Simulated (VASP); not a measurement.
# Rb (P6_3/mmc) in VASP: relaxation of cell and atoms with PBEsol

Aim: the relaxation of cell and atoms of Rb with PBEsol.

Everything below comes from runs of VASP 6.6.1. Logs are shortened: lines on timing, memory, paths and dates and some standing lists are left out, and cuts for length are marked.

**1. The cell of the first run**

Symmetry: P6_3/mmc, No. 194, hexagonal system. Conventional cell: a = 4.969 Å, b = 4.969 Å, c = 16.202 Å, α = 90.00°, β = 90.00°, γ = 120.00°.

This isn't the form of Rb at room conditions, which is bcc.

**2. Relaxation of cell and atoms, PBEsol**

File INCAR:

```
PREC = Accurate
ENCUT = 600
EDIFF = 1E-7
ISMEAR = 0
SIGMA = 0.1
LREAL = F
LASPH = T
NELM = 100
ALGO = Normal
ISIF = 3
LWAVE = F
LCHARG = F
GGA = PS
IBRION = 2
NSW = 100
EDIFFG = -0.005
```

File KPOINTS:

```
regular mesh
0
Gamma
  12 12 4
```

File POSCAR:

```
Rb
1.0
    4.9694742488      0.0000000000      0.0000000000
   -2.4847371244      4.3036909429      0.0000000000
    0.0000000000      0.0000000000     16.2019073990
Rb
4
Direct
    0.0000000000      0.0000000000      0.0000000000
    0.3333333333      0.6666666667      0.7500000000
    0.0000000000      0.0000000000      0.5000000000
    0.6666666667      0.3333333333      0.2500000000
```

Potentials or basis: VASP PAW PBE potentials, release 64 (Rb_sv).

Launch:

```
cat potpaw_PBE.64/Rb_sv/POTCAR > POTCAR
mpirun -np 1 vasp_std > vasp.out
```

OUTCAR:

```text
PREC = Accurate
   ENCUT = 600
   EDIFF = 1E-7
   ISMEAR = 0
   LREAL = F
   LASPH = T
   NELM = 100
   ISIF = 3
   GGA = PS
   IBRION = 2
   NSW = 100
   EDIFFG = -0.005

 ion  position               nearest neighbor table
   1  0.000  0.000  0.000-   2 4.96   4 4.96   2 4.96   4 4.96   4 4.96   2 4.96
   2  0.333  0.667  0.750-   1 4.96   3 4.96   1 4.96   3 4.96   1 4.96   3 4.96
   3  0.000  0.000  0.500-   2 4.96   4 4.96   2 4.96   4 4.96   4 4.96   2 4.96
   4  0.667  0.333  0.250-   1 4.96   3 4.96   1 4.96   3 4.96   1 4.96   3 4.96

  LATTYP: Found a hexagonal cell.
 ALAT       =     4.9694742488
 C/A-ratio  =     3.2602860158

  Lattice vectors:

 A1 = (   4.9694742488,   0.0000000000,   0.0000000000)
 A2 = (  -2.4847371244,   4.3036909429,   0.0000000000)
 A3 = (   0.0000000000,   0.0000000000,  16.2019073990)

Analysis of symmetry for initial positions (statically):
=====================================================================
 Subroutine PRICEL returns:
 Original cell was already a primitive cell.

 Routine SETGRP: Setting up the symmetry group for a
 hexagonal supercell.

 Subroutine GETGRP returns: Found 24 space group operations
 (whereof 12 operations were pure point group operations)
 out of a pool of 24 trial point group operations.

The static configuration has the point symmetry D_3d.
 The point group associated with its full space group is D_6h.

Analysis of symmetry for dynamics (positions and initial velocities):
=====================================================================
 Subroutine PRICEL returns:
 Original cell was already a primitive cell.

 Routine SETGRP: Setting up the symmetry group for a
 hexagonal supercell.

 Subroutine GETGRP returns: Found 24 space group operations
 (whereof 12 operations were pure point group operations)
 out of a pool of 24 trial point group operations.

The dynamic configuration has the point symmetry D_3d.
 The point group associated with its full space group is D_6h.

 Subroutine INISYM returns: Found 24 space group operations
 (whereof 12 operations are pure point group operations),
 and found     1 'primitive' translations

----------------------------------------------------------------------------------------

                                     Primitive cell

  volume of cell :     346.5115

  direct lattice vectors                    reciprocal lattice vectors
     4.969474249  0.000000000  0.000000000     0.201228530  0.116179346  0.000000000
    -2.484737124  4.303690943  0.000000000     0.000000000  0.232358692  0.000000000
     0.000000000  0.000000000 16.201907399     0.000000000  0.000000000  0.061721128

  length of vectors
     4.969474249  4.969474249 16.201907399     0.232358692  0.232358692  0.061721128

  position of ions in fractional coordinates (direct lattice)
     0.000000000  0.000000000  0.000000000
     0.333333333  0.666666667  0.750000000
     0.000000000  0.000000000  0.500000000
     0.666666667  0.333333333  0.250000000

  ion indices of the primitive-cell ions
   primitive index   ion index
                 1           1
                 2           2
                 3           3
                 4           4

----------------------------------------------------------------------------------------

 KPOINTS: regular mesh

Automatic generation of k-mesh.
 Grid dimensions read from file:
 generate k-points for:   12   12    4

 Generating k-lattice:

  Cartesian coordinates                     Fractional coordinates (reciprocal lattice)
     0.016769044  0.009681612  0.000000000     0.083333333  0.000000000  0.000000000
     0.000000000  0.019363224  0.000000000     0.000000000  0.083333333  0.000000000
     0.000000000  0.000000000  0.015430282     0.000000000  0.000000000  0.250000000

  Length of vectors
     0.019363224  0.019363224  0.015430282

  Shift w.r.t. Gamma in fractional coordinates (k-lattice)
     0.000000000  0.000000000  0.000000000

 Subroutine IBZKPT returns following result:
 ===========================================

 Found     57 irreducible k-points:

 Following reciprocal coordinates:
            Coordinates               Weight
  0.000000  0.000000  0.000000      1.000000
  0.083333  0.000000  0.000000      6.000000
  0.166667  0.000000  0.000000      6.000000
  0.250000  0.000000  0.000000      6.000000
  0.333333  0.000000  0.000000      6.000000
  0.416667  0.000000  0.000000      6.000000
[... 16 lines left out ...]
  0.250000  0.000000  0.250000     12.000000
  0.333333  0.000000  0.250000     12.000000
 [... further k-points ...]
   k-points           NKPTS =     57   k-points in BZ     NKDIM =     57   number of bands    NBANDS=     22
   number of dos      NEDOS =    301   number of ions     NIONS =      4
   total plane-waves  NPLWV = 224000
   dimension x,y,z NGX =    40 NGY =   40 NGZ =  140
   dimension x,y,z NGXF=    80 NGYF=   80 NGZF=  280
   ions per type =               4
   NGX,Y,Z   is equivalent  to a cutoff of  13.38, 13.38, 14.37 a.u.
   NGXF,Y,Z  is equivalent  to a cutoff of  26.76, 26.76, 28.73 a.u.
 SYSTEM =  unknown system
   PREC   = accura    normal or accurate (medium, high low for compatibility)
   ISTART =      0    job   : 0-new  1-cont  2-samecut
   ICHARG =      2    charge: 1-file 2-atom 10-const
   ISPIN  =      1    spin polarized calculation?
   LNONCOLLINEAR =      F non collinear calculations
   LSORBIT =      F    spin-orbit coupling
   LASPH  =      T    aspherical Exc in radial PAW
   ENCUT  =  600.0 eV  44.10 Ry    6.64 a.u.   9.93  9.93 32.36*2*pi/ulx,y,z
   NELM   =    100;   NELMIN=  2; NELMDL= -5     # of ELM steps
   EDIFF  = 0.1E-06   stopping-criterion for ELM
   LREAL  =      F    real-space projection
   EDIFFG = -.5E-02   stopping-criterion for IOM
   NSW    =    100    number of steps for IOM
   IBRION =      2    ionic relax: 0-MD 1-quasi-New 2-CG
   NFREE  =      1    steps in history (QN), initial steepest desc. (CG)
   ISIF   =      3    stress and relaxation
   ISYM   =      2    0-nonsym 1-usesym 2-fastsym
   POTIM  = 0.5000    time-step for ionic-motion
   TEBEG  =    0.0;   TEEND  =   0.0 temperature during run
   PSTRESS=    0.0 pullay stress
   NELECT =      36.0000    total number of electrons
   NUPDOWN=      -1.0000    fix difference up-down
   EMIN   =  10.00;   EMAX   =-10.00  energy-range for DOS
   EFERMI =   0.00;   METHOD = LEGACY
   ISMEAR =     0;   SIGMA  =   0.10  broadening in eV -4-tet -1-fermi 0-gaus
   EFERMI_NEDOS =   21; number of points for ismear=-14 and -15
   IALGO  =     38    algorithm
   IMIX   =      4    mixing-type and parameters
     AMIX     =   0.40;   BMIX     =  1.00
     AMIX_MAG =   1.60;   BMIX_MAG =  1.00
  volume/ion in A,a.u.               =      86.63       584.59
  Fermi-wavevector in a.u.,A,eV,Ry     =   0.769608  1.454349  8.058690  0.592297
  Thomas-Fermi vector in A             =   1.870634
   LORBIT       =      0    0 simple, 1 ext, 2 COOP (PROOUT), +10 PAW based schemes
   GGA     = PS    functional components
   LHFCALC =     F    Hartree Fock is set to
   AEXX    =    0.0000 exact exchange contribution
   IVDW    =     0    specifies the selected vdW correction
   LEPSILON=     F    determine dielectric tensor
   LRPA    =     F    only Hartree local field effects (RPA)
 conjugate gradient relaxation of ions
 non-spin polarized calculation
 Gauss-broadening in eV      SIGMA  =   0.10
  energy-cutoff  :      600.00
  volume of cell :      346.51
 maximum number of plane-waves:     11605
 NGX is ok and might be reduce to    40
   NGX = 19   NGY = 19   NGZ = 65

--------------------------------------- Ionic step        1  -------------------------------------------

 number of electron      36.0000000 magnetization

 Free energy of the ion-electron system (eV)
  ---------------------------------------------------
  ext. energy  EPLUGINS =         0.00000000
  ---------------------------------------------------
  free energy    TOTEN  =        -4.11302217 eV

  energy without entropy =       -4.09735655  energy(sigma->0) =       -4.10518936

------------------------ aborting loop because EDIFF is reached ----------------------------------------

  FORCE on cell =-STRESS in cart. coord.  units (eV):
  Direction    XX          YY          ZZ          XY          YZ          ZX
  --------------------------------------------------------------------------------------
  -------------------------------------------------------------------------------------
  Total        0.0145313      0.0145313     -0.0321351      0.0000000      0.0000000      0.0000000
  in kB        0.0671887      0.0671887     -0.1485843      0.0000000      0.0000000      0.0000000
  external PRESSURE =      -0.0047356 kB  Pullay stress =       0.0000000 kB

 VOLUME and BASIS-vectors are now :
 -----------------------------------------------------------------------------
  energy-cutoff  :      600.00
  volume of cell :      346.51
      direct lattice vectors                 reciprocal lattice vectors
     4.969474249  0.000000000  0.000000000     0.201228530  0.116179346  0.000000000
    -2.484737124  4.303690943  0.000000000     0.000000000  0.232358692  0.000000000
     0.000000000  0.000000000 16.201907399     0.000000000  0.000000000  0.061721128
[... 77 lines left out ...]
 POSITION                                       TOTAL-FORCE (eV/Angst)
 -----------------------------------------------------------------------------------
     -2.48648      4.30671      0.00000        -0.000000      0.000000      0.000000
     -0.00000      2.87114     12.13259         0.000000      0.000000     -0.000000
     -2.48648      4.30671      8.08839        -0.000000     -0.000000      0.000000
      2.48648      1.43557      4.04420        -0.000000     -0.000000      0.000000
 -----------------------------------------------------------------------------------
    total drift:                                0.000000     -0.000000      0.000000

  FREE ENERGIE OF THE ION-ELECTRON SYSTEM (eV)
  ---------------------------------------------------
  free  energy   TOTEN  =        -4.1130771523 eV

  energy  without entropy=       -4.0974433530  energy(sigma->0) =       -4.10526025

--------------------------------------- Ionic step        4  -------------------------------------------

 number of electron      36.0000000 magnetization

 Free energy of the ion-electron system (eV)
  ---------------------------------------------------
  ext. energy  EPLUGINS =         0.00000000
  ---------------------------------------------------
  free energy    TOTEN  =        -4.11310209 eV

  energy without entropy =       -4.09750785  energy(sigma->0) =       -4.10530497

 E-fermi :   0.0497     XC(G=0):  -5.6451

 val. band max:        0.0282284931   @ k =   0.2500   0.0000   0.5000
 cond. band min:       0.0579689345   @ k =   0.2500   0.2500   0.2500
 fundamental gap:      0.0297404414
 Fermi energy:         0.0496549576

 k-point     1 :       0.0000    0.0000    0.0000
  band No.  band energies     occupation
      1     -28.7677      2.00000
      2     -28.7655      2.00000
      3     -28.7648      2.00000
      4     -28.7626      2.00000
      5     -12.9253      2.00000
      6     -12.8690      2.00000
[... 14 lines left out ...]
     21       0.7673      0.00000
     22       2.4109      0.00000
[... 552 lines left out ...]
  band No.  band energies     occupation
      1     -28.7642      2.00000
      2     -28.7634      2.00000
      3     -28.7621      2.00000
      4     -28.7614      2.00000
      5     -12.9053      2.00000
      6     -12.8976      2.00000
[... 14 lines left out ...]
     21       1.4439      0.00000
     22       1.5594      0.00000

 [... further k-points ...]
[... 5 lines left out ...]
  --------------------------------------------------------------------------------------
  -------------------------------------------------------------------------------------
  Total       -0.0018661     -0.0018661      0.0005823      0.0000000      0.0000000      0.0000000
  in kB       -0.0086317     -0.0086317      0.0026936      0.0000000      0.0000000      0.0000000
  external PRESSURE =      -0.0048566 kB  Pullay stress =       0.0000000 kB

 VOLUME and BASIS-vectors are now :
 -----------------------------------------------------------------------------
  energy-cutoff  :      600.00
  volume of cell :      346.38
      direct lattice vectors                 reciprocal lattice vectors
     4.978183584  0.000000000  0.000000000     0.200876481  0.115976090 -0.000000000
    -2.489091792  4.311233448  0.000000000     0.000000000  0.231952181 -0.000000000
     0.000000000  0.000000000 16.139113507     0.000000000 -0.000000000  0.061961272

 POSITION                                       TOTAL-FORCE (eV/Angst)
 -----------------------------------------------------------------------------------
      4.97818      0.00000      0.00000        -0.000000     -0.000000     -0.000000
     -0.00000      2.87416     12.10434        -0.000000      0.000000     -0.000000
      4.97818      0.00000      8.06956        -0.000000     -0.000000     -0.000000
      2.48909      1.43708      4.03478         0.000000     -0.000000      0.000000
 -----------------------------------------------------------------------------------
    total drift:                                0.000000     -0.000000     -0.000000

  FREE ENERGIE OF THE ION-ELECTRON SYSTEM (eV)
  ---------------------------------------------------
  free  energy   TOTEN  =        -4.1131020883 eV

  energy  without entropy=       -4.0975078510  energy(sigma->0) =       -4.10530497

 reached required accuracy - stopping structural energy minimisation
```

Wall time 26 min (1 thread of Intel Xeon Platinum 8488C (Sapphire Rapids), shared host); peak memory 0.79 GiB.

Results:

| Property | Result |
| --- | --- |
| Free energy | -4.1131 eV |
| Relaxed volume | 86.59 Å³/atom |
| Relaxed cell | a = 4.978 Å, b = 4.978 Å, c = 16.139 Å, α = 90.00°, β = 90.00°, γ = 120.00° |
| Space group after relaxing (to 0.1 Å) | P6_3/mmc (No. 194) |
| Energy gained by relaxing | 0.0 meV/atom |
| Ionic steps | 4 |
| Pressure after relaxing | 0.0 GPa |
| Band gap on the k mesh | zero (bands 18 and 19 overlap by 2.18 eV) |

Final structure:
```cif
data_structure
_symmetry_space_group_name_H-M 'P 1'
_symmetry_Int_Tables_number 1
_cell_length_a 4.9782
_cell_length_b 4.9782
_cell_length_c 16.1391
_cell_angle_alpha 90.000
_cell_angle_beta 90.000
_cell_angle_gamma 120.000
_cell_volume 346.38
loop_
_atom_site_label
_atom_site_type_symbol
_atom_site_fract_x
_atom_site_fract_y
_atom_site_fract_z
_atom_site_occupancy
Rb1 Rb 0.00000 0.00000 0.00000 1
Rb2 Rb 0.33333 0.66667 0.75000 1
Rb3 Rb 0.00000 0.00000 0.50000 1
Rb4 Rb 0.66667 0.33333 0.25000 1
```

Levels at points of the mesh, in eV from the Fermi level:
```csv
k point,band 16,band 17,band 18,band 19,band 20,band 21
"(0.00, 0.00, 0.00)",-12.86,-2.04,-1.33,-1.33,0.15,0.72
"(0.50, 0.00, 0.00)",-12.88,0.06,0.22,0.40,0.47,0.87
"(0.00, 0.00, 0.50)",-12.86,-1.85,-1.85,-0.55,-0.55,1.45
"(0.50, 0.00, 0.50)",-12.88,0.15,0.15,0.39,0.39,1.03
```

Caveat: the PAW data sets were made with another functional, which shifts forces and pressure a little.

The gap in the log of VASP goes by the Fermi energy; the results here count the filled bands.